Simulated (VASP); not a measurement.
# ZnS (Fm-3m) in VASP: single point with r2SCAN

Aim: the single point of ZnS with r2SCAN.

Program: VASP 6.6.1. These are calculated values, not measurements. Logs are shortened: lines on timing, memory, paths and dates and some standing lists are left out, and cuts for length are marked.

## 1. The cell of the first run

Symmetry: Fm-3m, No. 225, cubic system. Conventional cell: a = 4.901 Å, b = 4.901 Å, c = 4.901 Å, α = 90.00°, β = 90.00°, γ = 90.00°. S (site symmetry m-3m) has 6 Zn at 2.45 Å within 3.2 Å. Zn (site symmetry m-3m) has 6 S at 2.45 Å within 3.2 Å.

## 2. Single point, r2SCAN

File POSCAR:

```
ZnS
1.0
    0.0000000000      2.4503250000      2.4503250000
    2.4503250000      0.0000000000      2.4503250000
    2.4503250000      2.4503250000      0.0000000000
S Zn
1 1
Direct
    0.5000000000      0.5000000000      0.5000000000
    0.0000000000      0.0000000000      0.0000000000
```

File INCAR.step1:

```
SYSTEM = ZnS
PREC     = Accurate       ! precision mode
ENCUT    = 550            ! plane-wave cutoff, eV
ISMEAR   = -1             ! smearing method
SIGMA    = 0.1            ! smearing width, eV
LREAL    = .FALSE.        ! projectors in reciprocal space
LASPH    = .TRUE.         ! aspherical terms in the spheres
NELM     = 120            ! most SCF steps
NBANDS   = 16             ! bands
GGA      = PE             ! functional
ALGO     = Normal         ! electronic algorithm
EDIFF    = 1E-5           ! SCF threshold, eV
LWAVE    = .TRUE.         ! write WAVECAR
LCHARG   = .FALSE.        ! write CHGCAR
GGA_COMPAT= .FALSE.
```

File INCAR.step2:

```
SYSTEM = ZnS
PREC     = Accurate       ! precision mode
ENCUT    = 550            ! plane-wave cutoff, eV
EDIFF    = 1E-6           ! SCF threshold, eV
ISMEAR   = -1             ! smearing method
SIGMA    = 0.1            ! smearing width, eV
LREAL    = .FALSE.        ! projectors in reciprocal space
LASPH    = .TRUE.         ! aspherical terms in the spheres
NELM     = 120            ! most SCF steps
ALGO     = Normal         ! electronic algorithm
ISIF     = 2              ! what is computed and relaxed
LWAVE    = .FALSE.        ! write WAVECAR
LCHARG   = .FALSE.        ! write CHGCAR
METAGGA  = R2SCAN         ! meta-GGA
LMIXTAU  = .TRUE.       
NBANDS   = 16             ! bands
ISTART   = 1            
GGA_COMPAT= .FALSE.
```

File KPOINTS:

```
regular mesh
0
G
  12 12 12
  0 0 0
```

Potentials or basis: VASP PAW PBE potentials, release 64 (S, Zn).

Command:

```sh
$ cat potpaw_PBE.64/S/POTCAR potpaw_PBE.64/Zn/POTCAR > POTCAR
$ cp INCAR.step1 INCAR
$ mpirun -np 1 vasp_std > vasp.out
$ cp INCAR.step2 INCAR
$ mpirun -np 1 vasp_std > vasp.out
```

OUTCAR:

```text
SYSTEM = ZnS
   PREC = Accurate
   ENCUT = 550
   EDIFF = 1E-6
   ISMEAR = -1
   LREAL = .FALSE.
   LASPH = .TRUE.
   NELM = 120
   ISIF = 2
   METAGGA = R2SCAN
   ISTART = 1

 ion  position               nearest neighbor table
   1  0.500  0.500  0.500-   2 2.45   2 2.45   2 2.45   2 2.45   2 2.45   2 2.45
   2  0.000  0.000  0.000-   1 2.45   1 2.45   1 2.45   1 2.45   1 2.45   1 2.45

  LATTYP: Found a face centered cubic cell.
 ALAT       =     4.9006500000

  Lattice vectors:

 A1 = (   0.0000000000,   2.4503250000,   2.4503250000)
 A2 = (   2.4503250000,   0.0000000000,   2.4503250000)
 A3 = (   2.4503250000,   2.4503250000,   0.0000000000)

Analysis of symmetry for initial positions (statically):
=====================================================================
 Subroutine PRICEL returns:
 Original cell was already a primitive cell.

 Routine SETGRP: Setting up the symmetry group for a
 face centered cubic supercell.

 Subroutine GETGRP returns: Found 48 space group operations
 (whereof 48 operations were pure point group operations)
 out of a pool of 48 trial point group operations.

The static configuration has the point symmetry O_h .

Analysis of symmetry for dynamics (positions and initial velocities):
=====================================================================
 Subroutine PRICEL returns:
 Original cell was already a primitive cell.

 Routine SETGRP: Setting up the symmetry group for a
 face centered cubic supercell.

 Subroutine GETGRP returns: Found 48 space group operations
 (whereof 48 operations were pure point group operations)
 out of a pool of 48 trial point group operations.

The dynamic configuration has the point symmetry O_h .

 Subroutine INISYM returns: Found 48 space group operations
 (whereof 48 operations are pure point group operations),
 and found     1 'primitive' translations

----------------------------------------------------------------------------------------

                                     Primitive cell

  volume of cell :      29.4240

  direct lattice vectors                    reciprocal lattice vectors
     0.000000000  2.450325000  2.450325000    -0.204054564  0.204054564  0.204054564
     2.450325000  0.000000000  2.450325000     0.204054564 -0.204054564  0.204054564
     2.450325000  2.450325000  0.000000000     0.204054564  0.204054564 -0.204054564

  length of vectors
     3.465282847  3.465282847  3.465282847     0.353432873  0.353432873  0.353432873

  position of ions in fractional coordinates (direct lattice)
     0.500000000  0.500000000  0.500000000
     0.000000000  0.000000000  0.000000000

  ion indices of the primitive-cell ions
   primitive index   ion index
                 1           1
                 2           2

----------------------------------------------------------------------------------------

 KPOINTS: regular mesh

Automatic generation of k-mesh.
 Grid dimensions read from file:
 generate k-points for:   12   12   12

 Generating k-lattice:

  Cartesian coordinates                     Fractional coordinates (reciprocal lattice)
    -0.017004547  0.017004547  0.017004547     0.083333333  0.000000000  0.000000000
     0.017004547 -0.017004547  0.017004547     0.000000000  0.083333333  0.000000000
     0.017004547  0.017004547 -0.017004547     0.000000000  0.000000000  0.083333333

  Length of vectors
     0.029452739  0.029452739  0.029452739

  Shift w.r.t. Gamma in fractional coordinates (k-lattice)
     0.000000000  0.000000000  0.000000000

 Subroutine IBZKPT returns following result:
 ===========================================

 Found     72 irreducible k-points:

 Following reciprocal coordinates:
            Coordinates               Weight
  0.000000  0.000000  0.000000      1.000000
  0.083333  0.000000  0.000000      8.000000
  0.166667  0.000000  0.000000      8.000000
  0.250000  0.000000  0.000000      8.000000
  0.333333  0.000000  0.000000      8.000000
  0.416667  0.000000  0.000000      8.000000
[... 16 lines left out ...]
  0.500000  0.166667  0.000000     24.000000
 -0.416667  0.166667  0.000000     24.000000
 [... further k-points ...]
   k-points           NKPTS =     72   k-points in BZ     NKDIM =     72   number of bands    NBANDS=     16
   number of dos      NEDOS =    301   number of ions     NIONS =      2
   total plane-waves  NPLWV =  21952
   dimension x,y,z NGX =    28 NGY =   28 NGZ =   28
   dimension x,y,z NGXF=    56 NGYF=   56 NGZF=   56
   ions per type =               1   1
   NGX,Y,Z   is equivalent  to a cutoff of  13.43, 13.43, 13.43 a.u.
   NGXF,Y,Z  is equivalent  to a cutoff of  26.87, 26.87, 26.87 a.u.
 SYSTEM =  ZnS
   PREC   = accura    normal or accurate (medium, high low for compatibility)
   ISTART =      1    job   : 0-new  1-cont  2-samecut
   ICHARG =      0    charge: 1-file 2-atom 10-const
   ISPIN  =      1    spin polarized calculation?
   LNONCOLLINEAR =      F non collinear calculations
   LSORBIT =      F    spin-orbit coupling
   LASPH  =      T    aspherical Exc in radial PAW
   ENCUT  =  550.0 eV  40.42 Ry    6.36 a.u.   6.63  6.63  6.63*2*pi/ulx,y,z
   NELM   =    120;   NELMIN=  2; NELMDL=  0     # of ELM steps
   EDIFF  = 0.1E-05   stopping-criterion for ELM
   LREAL  =      F    real-space projection
   EDIFFG = 0.1E-04   stopping-criterion for IOM
   NSW    =      0    number of steps for IOM
   IBRION =     -1    ionic relax: 0-MD 1-quasi-New 2-CG
   NFREE  =      0    steps in history (QN), initial steepest desc. (CG)
   ISIF   =      2    stress and relaxation
   ISYM   =      2    0-nonsym 1-usesym 2-fastsym
   POTIM  = 0.5000    time-step for ionic-motion
   TEBEG  =    0.0;   TEEND  =   0.0 temperature during run
   PSTRESS=    0.0 pullay stress
   NELECT =      18.0000    total number of electrons
   NUPDOWN=      -1.0000    fix difference up-down
   EMIN   =  10.00;   EMAX   =-10.00  energy-range for DOS
   EFERMI =   0.00;   METHOD = LEGACY
   ISMEAR =    -1;   SIGMA  =   0.10  broadening in eV -4-tet -1-fermi 0-gaus
   EFERMI_NEDOS =   21; number of points for ismear=-14 and -15
   IALGO  =     38    algorithm
   IMIX   =      4    mixing-type and parameters
     AMIX     =   0.40;   BMIX     =  1.00
     AMIX_MAG =   1.60;   BMIX_MAG =  1.00
  volume/ion in A,a.u.               =      14.71        99.28
  Fermi-wavevector in a.u.,A,eV,Ry     =   1.389735  2.626218 26.277792  1.931363
  Thomas-Fermi vector in A             =   2.513737
   LORBIT       =      0    0 simple, 1 ext, 2 COOP (PROOUT), +10 PAW based schemes
   METAGGA = R2SCAN    functional components
   LHFCALC =     F    Hartree Fock is set to
   AEXX    =    0.0000 exact exchange contribution
   IVDW    =     0    specifies the selected vdW correction
   LEPSILON=     F    determine dielectric tensor
   LRPA    =     F    only Hartree local field effects (RPA)
 non-spin polarized calculation
  energy-cutoff  :      550.00
  volume of cell :       29.42
 maximum number of plane-waves:       883
   NGX = 13   NGY = 13   NGZ = 13

 number of electron      17.9999985 magnetization

 Free energy of the ion-electron system (eV)
  ---------------------------------------------------
  ext. energy  EPLUGINS =         0.00000000
  ---------------------------------------------------
  free energy    TOTEN  =       -18.13570045 eV

  energy without entropy =      -18.13258450  energy(sigma->0) =      -18.13414247

 E-fermi :   5.2205     XC(G=0): -12.0946

 val. band max:        5.0414466883   @ k =   0.5000   0.5000   0.0000
 cond. band min:       5.3992409842   @ k =   0.4167   0.4167   0.0000
 fundamental gap:      0.3577942960
 Fermi energy:         5.2204781402

 k-point     1 :       0.0000    0.0000    0.0000
  band No.  band energies     occupation
      1     -10.4275      2.00000
      2      -1.8443      2.00000
      3      -1.8443      2.00000
      4      -1.7979      2.00000
      5      -1.7979      2.00000
      6      -1.7979      2.00000
[... 8 lines left out ...]
     15      17.8140      0.00000
     16      18.1620      0.00000

 k-point     2 :       0.0833    0.0000    0.0000
  band No.  band energies     occupation
      1     -10.3294      2.00000
      2      -1.8750      2.00000
      3      -1.8750      2.00000
      4      -1.8138      2.00000
      5      -1.7868      2.00000
      6      -1.7868      2.00000
[... 8 lines left out ...]
     15      16.3099      0.00000
     16      17.9962      0.00000

 k-point     3 :       0.1667    0.0000    0.0000
  band No.  band energies     occupation
      1     -10.0430      2.00000
      2      -1.9646      2.00000
      3      -1.9646      2.00000
      4      -1.8731      2.00000
      5      -1.7488      2.00000
      6      -1.7488      2.00000
[... 8 lines left out ...]
     15      15.8662      0.00000
     16      17.6010      0.00000

 k-point     4 :       0.2500    0.0000    0.0000
  band No.  band energies     occupation
      1      -9.5960      2.00000
      2      -2.0844      2.00000
      3      -2.0844      2.00000
      4      -2.0248      2.00000
      5      -1.6941      2.00000
      6      -1.6941      2.00000
[... 8 lines left out ...]
     15      16.6677      0.00000
     16      17.4480      0.00000

 k-point     5 :       0.3333    0.0000    0.0000
  band No.  band energies     occupation
      1      -9.0527      2.00000
      2      -2.3813      2.00000
      3      -2.1997      2.00000
      4      -2.1997      2.00000
      5      -1.6384      2.00000
      6      -1.6384      2.00000
[... 8 lines left out ...]
     15      17.9060      0.00000
     16      17.9672      0.00000

 k-point     6 :       0.4167    0.0000    0.0000
  band No.  band energies     occupation
      1      -8.5515      2.00000
      2      -2.9170      2.00000
      3      -2.2814      2.00000
      4      -2.2814      2.00000
      5      -1.5971      2.00000
      6      -1.5971      2.00000
[... 8 lines left out ...]
     15      19.2673      0.00000
     16      19.2673      0.00000
[... 267 lines left out ...]
 k-point    21 :       0.3333    0.1667    0.0000
  band No.  band energies     occupation
      1      -9.1630      2.00000
      2      -2.3913      2.00000
      3      -1.9750      2.00000
      4      -1.9671      2.00000
      5      -1.6905      2.00000
      6      -1.6340      2.00000
[... 8 lines left out ...]
     15      19.1246      0.00000
     16      20.1691      0.00000

 k-point    22 :       0.4167    0.1667    0.0000
  band No.  band energies     occupation
      1      -8.6752      2.00000
      2      -2.5433      2.00000
      3      -2.1081      2.00000
      4      -2.0933      2.00000
      5      -1.6396      2.00000
      6      -1.5871      2.00000
[... 8 lines left out ...]
     15      20.1660      0.00000
     16      20.9440      0.00000

 k-point    23 :       0.5000    0.1667    0.0000
  band No.  band energies     occupation
      1      -8.2998      2.00000
      2      -2.7630      2.00000
      3      -2.2090      2.00000
      4      -2.1935      2.00000
      5      -1.5935      2.00000
      6      -1.5709      2.00000
[... 8 lines left out ...]
     15      20.3207      0.00000
     16      22.0846      0.00000

 k-point    24 :      -0.4167    0.1667    0.0000
  band No.  band energies     occupation
      1      -8.2314      2.00000
      2      -2.8544      2.00000
      3      -2.2534      2.00000
      4      -2.1799      2.00000
      5      -1.5856      2.00000
      6      -1.5654      2.00000
[... 8 lines left out ...]
     15      19.0809      0.00000
     16      21.2566      0.00000

 [... further k-points ...]

------------------------ aborting loop because EDIFF is reached ----------------------------------------

  FORCE on cell =-STRESS in cart. coord.  units (eV):
  Direction    XX          YY          ZZ          XY          YZ          ZX
  --------------------------------------------------------------------------------------
  -------------------------------------------------------------------------------------
  Total        2.1595517      2.1595517      2.1595517      0.0000000     -0.0000000     -0.0000000
  in kB      117.5907366    117.5907366    117.5907366      0.0000000     -0.0000000     -0.0000000
  external PRESSURE =     117.5907366 kB  Pullay stress =       0.0000000 kB

 VOLUME and BASIS-vectors are now :
 -----------------------------------------------------------------------------
  energy-cutoff  :      550.00
  volume of cell :       29.42
      direct lattice vectors                 reciprocal lattice vectors
     0.000000000  2.450325000  2.450325000    -0.204054564  0.204054564  0.204054564
     2.450325000  0.000000000  2.450325000     0.204054564 -0.204054564  0.204054564
     2.450325000  2.450325000  0.000000000     0.204054564  0.204054564 -0.204054564

 POSITION                                       TOTAL-FORCE (eV/Angst)
 -----------------------------------------------------------------------------------
      2.45032      2.45032      2.45032        -0.000000     -0.000000      0.000000
      0.00000      0.00000      0.00000         0.000000      0.000000     -0.000000
 -----------------------------------------------------------------------------------
    total drift:                               -0.000000      0.000000      0.000000

  FREE ENERGIE OF THE ION-ELECTRON SYSTEM (eV)
  ---------------------------------------------------
  free  energy   TOTEN  =       -18.1357004489 eV

  energy  without entropy=      -18.1325844979  energy(sigma->0) =      -18.13414247
```

Wall time 4.8 min (1 thread of AMD EPYC 7R43 (Zen 3), shared host); peak memory 0.14 GiB.

What came out:

```
Free energy : -18.1357 eV
Pressure    : 11.8 GPa
```

Levels at points of the mesh, in eV from the Fermi level:
```csv
k point,band 6,band 7,band 8,band 9,band 10,band 11,band 12,band 13
"(0.00, 0.00, 0.00)",-7.02,-1.07,-1.07,-1.07,3.19,9.20,9.20,9.20
"(0.50, 0.00, 0.00)",-6.80,-6.07,-0.38,-0.38,4.17,5.64,5.64,8.98
"(0.50, 0.50, 0.00)",-6.51,-6.16,-3.37,-3.37,-0.18,5.25,13.73,14.15
```

Caveat: the cell stands under pressure; the PAW data sets were made with another functional, which shifts forces and pressure a little.
